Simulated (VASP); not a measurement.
Be2S5, 14 atoms in the cell. It takes space group P3m1 (No. 156, trigonal). The conventional cell has a = 6.934 Å, b = 6.934 Å, c = 9.646 Å, α = 90.00°, β = 90.00°, γ = 120.00°. Be (site symmetry 3m) has 3 S at 2.00 Å within 2.7 Å. Within 2.7 Å of Be (site symmetry m) lie 3 S at 2.00 to 2.01 Å. Within 2.7 Å of S (site symmetry m) lie 3 Be at 2.00 Å. Within 2.7 Å of S (site symmetry 3m) lie 3 Be at 2.01 Å. Within 2.7 Å of S (site symmetry m) lie 2 S at 2.08 Å. Within 2.7 Å of S (site symmetry m) lie 2 S at 2.08 Å. 

```yaml
Program: VASP 6.6.1
Task: relaxation of cell and atoms
Functional: PBE
Potentials_or_basis: VASP PAW PBE potentials, release 64 (Be, S)
Cutoff: 600 eV
k_mesh: 6 × 6 × 4
Occupations: gaussian, width 0.01 eV
Spin: no spin polarisation
Dipole_correction: no
Further_INCAR_settings: ALGO = Normal; EDIFF = 1e-07; IBRION = 2; EDIFFG = -0.001; NSW = 80; ISIF = 3
```

Potentials or basis: VASP PAW PBE potentials, release 64 (Be, S).

Run with:

```sh
$ cat potpaw_PBE.64/Be/POTCAR potpaw_PBE.64/S/POTCAR > POTCAR
$ mpirun -np 4 vasp_std > vasp.out
```

Hardware: 4 MPI ranks on Intel(R) Xeon(R) Platinum 8488C (Sapphire Rapids), on a shared host.

**Question.** Estimate the wall time of this run.

**Answer.** It took 11 min on 4 MPI ranks on Intel(R) Xeon(R) Platinum 8488C (Sapphire Rapids) (shared host), peak memory 0.84 GiB a rank. Counts: scf iterations 92, k points 24, ion steps 11.
